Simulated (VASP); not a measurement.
Set up this calculation in VASP 6.6.1, as the native input.

```yaml
Task: single point
Functional: PBE
Potentials_or_basis: VASP PAW PBE potentials, release 64 (Al, As)
Cutoff: 500 eV
k_mesh: 8 × 8 × 8
Occupations: gaussian, width 0.01 eV
Spin: no spin polarisation
Dipole_correction: no
Further_INCAR_settings: ALGO = Normal; EDIFF = 1e-06; NBANDS = 11
```

The structure of AlAs lies in POSCAR:

```
AlAs
1.0
    0.0000000000      2.8305000000      2.8305000000
    2.8305000000      0.0000000000      2.8305000000
    2.8305000000      2.8305000000      0.0000000000
Al As
1 1
Direct
    0.0000000000      0.0000000000      0.0000000000
    0.2500000000      0.2500000000      0.2500000000
```

These files were run (other wordings do the same):

INCAR

```
PREC = Accurate
ENCUT = 500
EDIFF = 1E-6
ISMEAR = 0
SIGMA = 0.01
LREAL = False
LASPH = True
NELM = 120
ALGO = Normal
ISIF = 2
LWAVE = False
LCHARG = False
GGA = PE
NBANDS = 11
GGA_COMPAT = False
```

KPOINTS

```
regular mesh
0
Gamma
  8 8 8
```

Potentials or basis: VASP PAW PBE potentials, release 64 (Al, As).

Command:

```sh
$ cat potpaw_PBE.64/Al/POTCAR potpaw_PBE.64/As/POTCAR > POTCAR
$ mpirun -np 1 vasp_std > vasp.out
```

Results of the run:

```json
{
 "Pressure": "2.8 GPa",
 "Band gap on the k mesh": "1.43 eV, indirect (least direct gap 2.06 eV)"
}
```

Wall time 26 s on 1 thread of Intel Xeon 8259CL (shared host), peak memory 0.17 GiB.
